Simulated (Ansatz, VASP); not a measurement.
## Two plane-wave programs on Al

```
Al
1.0
     4.56390    0.00000    0.00000
    -2.28195    3.95245    0.00000
     0.00000    0.00000    2.79288
Al
3
Cartesian
  0.0000 0.0000 0.0000
  0.0000 2.6350 1.3964
  2.2820 1.3175 1.3964
```

Alike in both runs: functional PBEsol; k mesh 6 × 6 × 6; occupations gaussian, width 0.1 eV; no spin polarisation.

Ansatz relaxed the structure, and its values are those at the end. VASP's run is a single point on that final structure, the one shown.

|  | VASP | Ansatz |
| --- | --- | --- |
| version | VASP 6.6.1 | Ansatz 0.2.0 |
| potentials or method | VASP PAW PBE potentials, release 64 (Al), cutoff 520 eV | scalar-relativistic, plane waves, PAW |
| valence electrons in the cell | 9 | 9 |

Ansatz gave:

- gap on the k mesh at the Fermi level (eV): none
- pressure (GPa): -0.1

**Question.** Which values does VASP return?

**Answer.** gap on the k mesh at the Fermi level (eV): none; pressure (GPa): 0.0.

VASP's potentials were made for PBE, not for PBEsol. A gap of «none» marks a metal or a gap that the smearing closes. With one functional, cell and mesh, what is left measures potentials, basis and numerics.

The k mesh is coarse, so the values compare programs but aren't converged.
